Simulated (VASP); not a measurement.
# Cd3TeSe2 (I-4m2) in VASP: notebook

Runs on Cd3TeSe2. Level: PBE. Tasks: single point.

Everything below comes from runs of VASP 6.6.1. Logs are shortened: lines on timing, memory, paths and dates and some standing lists are left out, and cuts for length are marked.

### 1 The cell of the first run

The structure is tetragonal, space group I-4m2 (No. 119). The conventional cell has a = 4.487 Å, b = 4.487 Å, c = 18.963 Å, α = 90.00°, β = 90.00°, γ = 90.00°. Cd (site symmetry 2mm) has 2 Se at 2.70 Å and 2 Te at 2.83 Å within 3.6 Å. Within 3.6 Å of Cd (site symmetry -4m2) lie 4 Se at 2.70 Å. Within 3.7 Å of Te (site symmetry -4m2) lie 4 Cd at 2.83 Å. Se (site symmetry 2mm) has 4 Cd at 2.70 Å within 3.6 Å.

### 2 Single point, PBE

Input file INCAR:

```
ALGO = Normal ; EDIFF = 1E-6
ENCUT = 520 ; GGA = PE
ISIF = 2 ; ISMEAR = 0
LASPH = True ; LCHARG = True
LELF = True ; LREAL = False
LVHAR = True ; LWAVE = False
NBANDS = 36 ; NELM = 60
PREC = Accurate ; SIGMA = 0.1
```

Input file KPOINTS:

```
k-points
0
Gamma
  6 6 6
```

Input file POSCAR:

```
Cd3TeSe2
1.0
   -2.2433338000      2.2433338000      9.4816233000
    2.2433338000     -2.2433338000      9.4816233000
    2.2433338000      2.2433338000     -9.4816233000
Cd Te Se
3 1 2
Direct
    0.8413210000      0.8413210000      0.0000000000
    0.5000000000      0.5000000000      0.0000000000
    0.1586790000      0.1586790000      0.0000000000
    0.2500000000      0.7500000000      0.5000000000
    0.5791270000      0.0791270000      0.5000000000
    0.9208730000      0.4208730000      0.5000000000
```

Potentials or basis: VASP PAW PBE potentials, release 64 (Cd, Te, Se).

Command:

```bash
cat potpaw_PBE.64/Cd/POTCAR potpaw_PBE.64/Te/POTCAR potpaw_PBE.64/Se/POTCAR > POTCAR
mpirun -np 1 vasp_std > vasp.out
```

OUTCAR:

```text
EDIFF = 1E-6
   ENCUT = 520
   GGA = PE
   ISIF = 2
   ISMEAR = 0
   LASPH = True
   LREAL = False
   NELM = 60
   PREC = Accurate

 ion  position               nearest neighbor table
   1  0.841  0.841  0.000-   6 2.70   6 2.70   4 2.83   4 2.83
   2  0.500  0.500  0.000-   5 2.70   6 2.70   5 2.70   6 2.70
   3  0.159  0.159  0.000-   5 2.70   5 2.70   4 2.83   4 2.83
   4  0.250  0.750  0.500-   3 2.83   1 2.83   1 2.83   3 2.83
   5  0.579  0.079  0.500-   2 2.70   2 2.70   3 2.70   3 2.70
   6  0.921  0.421  0.500-   2 2.70   2 2.70   1 2.70   1 2.70

  LATTYP: Found a body centered tetragonal cell.
 ALAT       =     4.4866676000
 C/A-ratio  =     4.2265771148

  Lattice vectors:

 A1 = (  -2.2433338000,   2.2433338000,   9.4816233000)
 A2 = (   2.2433338000,  -2.2433338000,   9.4816233000)
 A3 = (   2.2433338000,   2.2433338000,  -9.4816233000)

Analysis of symmetry for initial positions (statically):
=====================================================================
 Subroutine PRICEL returns:
 Original cell was already a primitive cell.

 Routine SETGRP: Setting up the symmetry group for a
 body centered tetragonal supercell.

 Subroutine GETGRP returns: Found  8 space group operations
 (whereof  8 operations were pure point group operations)
 out of a pool of 16 trial point group operations.

The static configuration has the point symmetry D_2d.

Analysis of symmetry for dynamics (positions and initial velocities):
=====================================================================
 Subroutine PRICEL returns:
 Original cell was already a primitive cell.

 Routine SETGRP: Setting up the symmetry group for a
 body centered tetragonal supercell.

 Subroutine GETGRP returns: Found  8 space group operations
 (whereof  8 operations were pure point group operations)
 out of a pool of 16 trial point group operations.

The dynamic configuration has the point symmetry D_2d.

 Subroutine INISYM returns: Found  8 space group operations
 (whereof  8 operations are pure point group operations),
 and found     1 'primitive' translations

----------------------------------------------------------------------------------------

                                     Primitive cell

  volume of cell :     190.8668

  direct lattice vectors                    reciprocal lattice vectors
    -2.243333800  2.243333800  9.481623300     0.000000000  0.222882569  0.052733586
     2.243333800 -2.243333800  9.481623300     0.222882569  0.000000000  0.052733586
     2.243333800  2.243333800 -9.481623300     0.222882569  0.222882569  0.000000000

  length of vectors
     9.998313532  9.998313532  9.998313532     0.229035959  0.229035959  0.315203552

  position of ions in fractional coordinates (direct lattice)
     0.841321000  0.841321000  0.000000000
     0.500000000  0.500000000  0.000000000
     0.158679000  0.158679000  0.000000000
     0.250000000  0.750000000  0.500000000
     0.579127000  0.079127000  0.500000000
     0.920873000  0.420873000  0.500000000

  ion indices of the primitive-cell ions
   primitive index   ion index
                 1           1
                 2           2
                 3           3
                 4           4
                 5           5
                 6           6

----------------------------------------------------------------------------------------

 KPOINTS: k-points

Automatic generation of k-mesh.
 Grid dimensions read from file:
 generate k-points for:    6    6    6

 Generating k-lattice:

  Cartesian coordinates                     Fractional coordinates (reciprocal lattice)
     0.000000000  0.037147095  0.008788931     0.166666667  0.000000000  0.000000000
     0.037147095  0.000000000  0.008788931     0.000000000  0.166666667  0.000000000
     0.037147095  0.037147095  0.000000000     0.000000000  0.000000000  0.166666667

  Length of vectors
     0.038172660  0.038172660  0.052533925

  Shift w.r.t. Gamma in fractional coordinates (k-lattice)
     0.000000000  0.000000000  0.000000000

 Subroutine IBZKPT returns following result:
 ===========================================

 Found     30 irreducible k-points:

 Following reciprocal coordinates:
            Coordinates               Weight
  0.000000  0.000000  0.000000      1.000000
  0.166667 -0.000000  0.000000      8.000000
  0.333333 -0.000000  0.000000      8.000000
  0.500000 -0.000000  0.000000      4.000000
  0.166667  0.166667  0.000000      8.000000
  0.333333  0.166667  0.000000     16.000000
[... 16 lines left out ...]
 -0.333333 -0.333333  0.166667      8.000000
 -0.166667 -0.333333  0.166667      8.000000
 [... further k-points ...]
   k-points           NKPTS =     30   k-points in BZ     NKDIM =     30   number of bands    NBANDS=     36
   number of dos      NEDOS =    301   number of ions     NIONS =      6
   total plane-waves  NPLWV = 512000
   dimension x,y,z NGX =    80 NGY =   80 NGZ =   80
   dimension x,y,z NGXF=   160 NGYF=  160 NGZF=  160
   ions per type =               3   1   2
   NGX,Y,Z   is equivalent  to a cutoff of  13.30, 13.30, 13.30 a.u.
   NGXF,Y,Z  is equivalent  to a cutoff of  26.60, 26.60, 26.60 a.u.
 SYSTEM =  unknown system
   PREC   = accura    normal or accurate (medium, high low for compatibility)
   ISTART =      0    job   : 0-new  1-cont  2-samecut
   ICHARG =      2    charge: 1-file 2-atom 10-const
   ISPIN  =      1    spin polarized calculation?
   LNONCOLLINEAR =      F non collinear calculations
   LSORBIT =      F    spin-orbit coupling
   LASPH  =      T    aspherical Exc in radial PAW
   ENCUT  =  520.0 eV  38.22 Ry    6.18 a.u.  18.59 18.59 18.59*2*pi/ulx,y,z
   NELM   =     60;   NELMIN=  2; NELMDL= -5     # of ELM steps
   EDIFF  = 0.1E-05   stopping-criterion for ELM
   LREAL  =      F    real-space projection
   EDIFFG = 0.1E-04   stopping-criterion for IOM
   NSW    =      0    number of steps for IOM
   IBRION =     -1    ionic relax: 0-MD 1-quasi-New 2-CG
   NFREE  =      0    steps in history (QN), initial steepest desc. (CG)
   ISIF   =      2    stress and relaxation
   ISYM   =      2    0-nonsym 1-usesym 2-fastsym
   POTIM  = 0.5000    time-step for ionic-motion
   TEBEG  =    0.0;   TEEND  =   0.0 temperature during run
   PSTRESS=    0.0 pullay stress
   NELECT =      54.0000    total number of electrons
   NUPDOWN=      -1.0000    fix difference up-down
   EMIN   =  10.00;   EMAX   =-10.00  energy-range for DOS
   EFERMI =   0.00;   METHOD = LEGACY
   ISMEAR =     0;   SIGMA  =   0.10  broadening in eV -4-tet -1-fermi 0-gaus
   EFERMI_NEDOS =   21; number of points for ismear=-14 and -15
   IALGO  =     38    algorithm
   IMIX   =      4    mixing-type and parameters
     AMIX     =   0.40;   BMIX     =  1.00
     AMIX_MAG =   1.60;   BMIX_MAG =  1.00
  volume/ion in A,a.u.               =      31.81       214.67
  Fermi-wavevector in a.u.,A,eV,Ry     =   1.074721  2.030929 15.715086  1.155026
  Thomas-Fermi vector in A             =   2.210558
   LORBIT       =      0    0 simple, 1 ext, 2 COOP (PROOUT), +10 PAW based schemes
   GGA     = PE    functional components
   LHFCALC =     F    Hartree Fock is set to
   AEXX    =    0.0000 exact exchange contribution
   IVDW    =     0    specifies the selected vdW correction
   LEPSILON=     F    determine dielectric tensor
   LRPA    =     F    only Hartree local field effects (RPA)
 non-spin polarized calculation
 Gauss-broadening in eV      SIGMA  =   0.10
  energy-cutoff  :      520.00
  volume of cell :      190.87
 maximum number of plane-waves:      5167
 NGX is ok and might be reduce to    80

 number of electron      54.0000002 magnetization

 Free energy of the ion-electron system (eV)
  ---------------------------------------------------
  ext. energy  EPLUGINS =         0.00000000
  ---------------------------------------------------
  free energy    TOTEN  =       -15.74351974 eV

  energy without entropy =      -15.74349959  energy(sigma->0) =      -15.74350967

 E-fermi :   1.2997     XC(G=0):  -8.5296

 val. band max:        1.0951087497   @ k =   0.0000   0.0000   0.0000
 cond. band min:       1.4822912609   @ k =   0.0000   0.0000   0.0000
 fundamental gap:      0.3871825112
 Fermi energy:         1.2997377297

 k-point     1 :       0.0000    0.0000    0.0000
  band No.  band energies     occupation
      1     -11.2682      2.00000
      2     -11.0416      2.00000
      3      -9.4392      2.00000
      4      -6.8751      2.00000
      5      -6.8751      2.00000
      6      -6.8697      2.00000
[... 28 lines left out ...]
     35       6.4871      0.00000
     36       8.6013      0.00000

 k-point     2 :       0.1667   -0.0000    0.0000
  band No.  band energies     occupation
      1     -11.2263      2.00000
      2     -11.0323      2.00000
      3      -9.4067      2.00000
      4      -6.8622      2.00000
      5      -6.8514      2.00000
      6      -6.8225      2.00000
[... 28 lines left out ...]
     35       6.8377      0.00000
     36       7.5363      0.00000

 k-point     3 :       0.3333   -0.0000    0.0000
  band No.  band energies     occupation
      1     -11.1321      2.00000
      2     -11.0226      2.00000
      3      -9.3410      2.00000
      4      -6.8301      2.00000
      5      -6.8218      2.00000
      6      -6.7948      2.00000
[... 28 lines left out ...]
     35       7.1118      0.00000
     36       7.4153      0.00000
[... 742 lines left out ...]
 k-point    23 :      -0.3333   -0.3333    0.1667
  band No.  band energies     occupation
      1     -11.1831      2.00000
      2     -11.0258      2.00000
      3      -9.3743      2.00000
      4      -6.8411      2.00000
      5      -6.8261      2.00000
      6      -6.8080      2.00000
[... 28 lines left out ...]
     35       7.0573      0.00000
     36       7.3357      0.00000

 k-point    24 :      -0.1667   -0.3333    0.1667
  band No.  band energies     occupation
      1     -11.2225      2.00000
      2     -11.0366      2.00000
      3      -9.4068      2.00000
      4      -6.8547      2.00000
      5      -6.8523      2.00000
      6      -6.8043      2.00000
[... 28 lines left out ...]
     35       6.7762      0.00000
     36       7.4195      0.00000

 [... further k-points ...]

------------------------ aborting loop because EDIFF is reached ----------------------------------------

  FORCE on cell =-STRESS in cart. coord.  units (eV):
  Direction    XX          YY          ZZ          XY          YZ          ZX
  --------------------------------------------------------------------------------------
  -------------------------------------------------------------------------------------
  Total        0.2496743      0.2496743      0.1994361      0.0000000      0.0000000      0.0000000
  in kB        2.0958197      2.0958197      1.6741098      0.0000000      0.0000000      0.0000000
  external PRESSURE =       1.9552497 kB  Pullay stress =       0.0000000 kB

 VOLUME and BASIS-vectors are now :
 -----------------------------------------------------------------------------
  energy-cutoff  :      520.00
  volume of cell :      190.87
      direct lattice vectors                 reciprocal lattice vectors
    -2.243333800  2.243333800  9.481623300     0.000000000  0.222882569  0.052733586
     2.243333800 -2.243333800  9.481623300     0.222882569  0.000000000  0.052733586
     2.243333800  2.243333800 -9.481623300     0.222882569  0.222882569  0.000000000

 POSITION                                       TOTAL-FORCE (eV/Angst)
 -----------------------------------------------------------------------------------
      0.00000      0.00000     15.95418        -0.000000      0.000000     -0.011114
      0.00000      0.00000      9.48162         0.000000     -0.000000     -0.000000
      0.00000      0.00000      3.00907        -0.000000      0.000000      0.011114
      2.24333      0.00000      4.74081         0.000000     -0.000000     -0.000000
      0.00000      2.24333      1.50050         0.000000     -0.000000     -0.000316
     -0.00000      2.24333      7.98112         0.000000     -0.000000      0.000316
 -----------------------------------------------------------------------------------
    total drift:                                0.000001     -0.000001     -0.000000

  FREE ENERGIE OF THE ION-ELECTRON SYSTEM (eV)
  ---------------------------------------------------
  free  energy   TOTEN  =       -15.7435197437 eV

  energy  without entropy=      -15.7434995868  energy(sigma->0) =      -15.74350967
```

It took 15 min on 1 thread of Intel Xeon Platinum 8488C (Sapphire Rapids), shared host; peak memory 0.98 GiB.

What came out:

```
Free energy            : -15.7435 eV
Pressure               : 0.2 GPa
Largest force          : 0.011 eV/Å
Band gap on the k mesh : 0.39 eV
```

Forces in eV/Å, atoms in the order of the input:
```
Cd   0.000  0.000 -0.011
Cd   0.000  0.000  0.000
Cd   0.000  0.000  0.011
Te   0.000  0.000  0.000
Se   0.000  0.000  0.000
Se   0.000  0.000  0.000
```

Caveat: semilocal functionals underestimate gaps, and a narrow one can read as zero; spin-orbit coupling is left out, which moves the levels of the heavy elements. A k mesh can miss the band edges.

### 3 Single point, PBE

This run uses another cell than the first one: it holds 12 atoms, not 6.

Input file INCAR:

```
PREC = Accurate
ENCUT = 520
EDIFF = 1E-7
ISMEAR = 0
SIGMA = 0.1
LREAL = F
LASPH = T
NELM = 60
ALGO = Normal
ISIF = 2
LWAVE = F
LCHARG = F
GGA = PE
NBANDS = 66
```

Input file KPOINTS:

```
Automatic mesh
0
Gamma
  4 2 4
```

Input file POSCAR:

```
Cd3TeSe2
1.0
    0.0000000000     -4.4866676000      0.0000000000
    8.9733352000      0.0000000000      0.0000000000
   -2.2433338000      2.2433338000      9.4816233000
Cd Te Se
6 2 4
Direct
    0.8413210000      0.4206605000      0.6826420000
    0.8413210000      0.9206605000      0.6826420000
    0.5000000000      0.2500000000      0.0000000000
    0.5000000000      0.7500000000      0.0000000000
    0.1586790000      0.0793395000      0.3173580000
    0.1586790000      0.5793395000      0.3173580000
    0.2500000000      0.3750000000      0.5000000000
    0.2500000000      0.8750000000      0.5000000000
    0.5791270000      0.0395635000      0.1582540000
    0.5791270000      0.5395635000      0.1582540000
    0.9208730000      0.2104365000      0.8417460000
    0.9208730000      0.7104365000      0.8417460000
```

Potentials or basis: VASP PAW PBE potentials, release 64 (Cd, Te, Se).

Command:

```bash
cat potpaw_PBE.64/Cd/POTCAR potpaw_PBE.64/Te/POTCAR potpaw_PBE.64/Se/POTCAR > POTCAR
mpirun -np 1 vasp_std > vasp.out
```

Wall time 7.7 min (1 thread of Intel Xeon Platinum 8488C (Sapphire Rapids), shared host); peak memory 0.64 GiB.

The run converged. Its results:

- Free energy: -31.3962 eV
- Pressure: 0.2 GPa
- Largest force: 0.014 eV/Å
- Band gap on the k mesh: 0.38 eV

Forces on the atoms (eV/Å):
```
Cd   0.000  0.000 -0.014
Cd   0.000  0.000 -0.014
Cd   0.000  0.000  0.000
Cd   0.000  0.000  0.000
Cd   0.000  0.000  0.014
Cd   0.000  0.000  0.014
Te   0.000  0.000  0.000
Te   0.000  0.000  0.000
Se   0.000  0.000 -0.002
Se   0.000  0.000 -0.002
Se   0.000  0.000  0.002
Se   0.000  0.000  0.002
```

Stress tensor (GPa, compression positive):
```
0.32 0.00 0.00
0.00 0.32 0.00
0.00 0.00 0.10
```

Levels at points of the mesh, in eV from the valence-band top:
```tsv
k point	band 51	band 52	band 53	band 54	band 55	band 56	band 57	band 58
(0.00, 0.00, 0.00)	-0.27	-0.11	0.00	0.00	0.38	1.95	2.84	3.14
(0.50, 0.00, 0.00)	-1.03	-1.03	-0.77	-0.27	1.95	2.84	2.95	3.14
(0.00, 0.50, 0.00)	-0.66	-0.66	-0.13	-0.13	1.99	1.99	2.92	2.92
(0.50, 0.50, 0.00)	-1.25	-1.25	-1.18	-1.18	3.08	3.08	3.47	3.47
(0.00, 0.00, 0.50)	-0.77	-0.29	-0.29	-0.27	1.95	2.14	2.22	2.84
(0.00, 0.50, 0.50)	-0.45	-0.45	-0.23	-0.23	1.91	1.91	2.39	2.39
```

Caveat: semilocal functionals underestimate gaps, and a narrow one can read as zero; spin-orbit coupling is left out, which moves the levels of the heavy elements.
